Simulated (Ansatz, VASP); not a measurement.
# Mg3ZnS4: VASP beside Ansatz

```
Mg S Zn
1.0
    -2.85358    2.85358    5.69741
     2.85358   -2.85358    5.69741
     2.85358    2.85358   -5.69741
Mg S Zn
3 4 1
Direct
  0.75000 0.25000 0.50000
  0.50000 0.50000 0.00000
  0.25000 0.75000 0.50000
  0.12047 0.63570 0.00000
  0.87953 0.87953 0.51524
  0.63570 0.12047 0.00000
  0.36430 0.36430 0.48476
  0.00000 0.00000 0.00000
```

Alike in both runs: task single point; functional r2SCAN; k mesh 6 × 6 × 6; no spin polarisation.

```csv
,VASP,Ansatz
version,VASP 6.6.1,Ansatz 0.2.0
potentials or method,"VASP PAW PBE potentials, release 64 (Mg, S, Zn)","plane waves, PAW"
plane-wave cutoff (eV),520,500
occupations,"gaussian, width 0.01 eV",fixed
valence electrons in the cell,42,66
```

```tsv
	VASP	Ansatz	Ansatz less VASP
gap on the k mesh at the Fermi level (eV)	3.42	3.43	+0.008
pressure (GPa)	-3.5	-3.3	+0.22
rms of the force components (eV/Å)	0.004	0.007	+0.0028
```

VASP's potentials were made for PBE, not for r2SCAN. VASP's potentials hold 42 valence electrons a cell and Ansatz's 66, so a difference there can come from the potentials and not from the codes.
